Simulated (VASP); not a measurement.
SrB6, 7 atoms in the cell. It takes space group Pm-3m (No. 221, cubic). Conventional cell: a = 4.102 Å, b = 4.102 Å, c = 4.102 Å, α = 90.00°, β = 90.00°, γ = 90.00°. Within 4.2 Å of Sr (site symmetry m-3m) lie 24 B at 3.02 Å and 6 Sr at 4.10 Å. Within 2.2 Å of B (site symmetry 4mm) lie 5 B at 1.66 to 1.73 Å. 

```yaml
Program: VASP 6.6.1
Task: single point
Functional: r2SCAN
Potentials_or_basis: VASP PAW PBE potentials, release 64 (Sr_sv, B)
Cutoff: 520 eV
k_mesh: 8 × 8 × 8
Occupations: fermi-dirac, width 0.02 eV
Spin: no spin polarisation
Dipole_correction: no
Further_INCAR_settings: ALGO = Normal; EDIFF = 1e-06; NBANDS = 23
```

Potentials or basis: VASP PAW PBE potentials, release 64 (Sr_sv, B).

Run with:

```console
$ cat potpaw_PBE.64/Sr_sv/POTCAR potpaw_PBE.64/B/POTCAR > POTCAR
$ cp INCAR.step1 INCAR
$ mpirun -np 1 vasp_std > vasp.out
$ cp INCAR.step2 INCAR
$ mpirun -np 1 vasp_std > vasp.out
```

Hardware: 1 thread of Intel Xeon 8259CL (shared host).

Q: Estimate the wall time of this run.

A: Run time: 3.6 min on 1 thread of Intel Xeon 8259CL, with other jobs on the host, peak memory 0.21 GiB. Counts: k points 35.
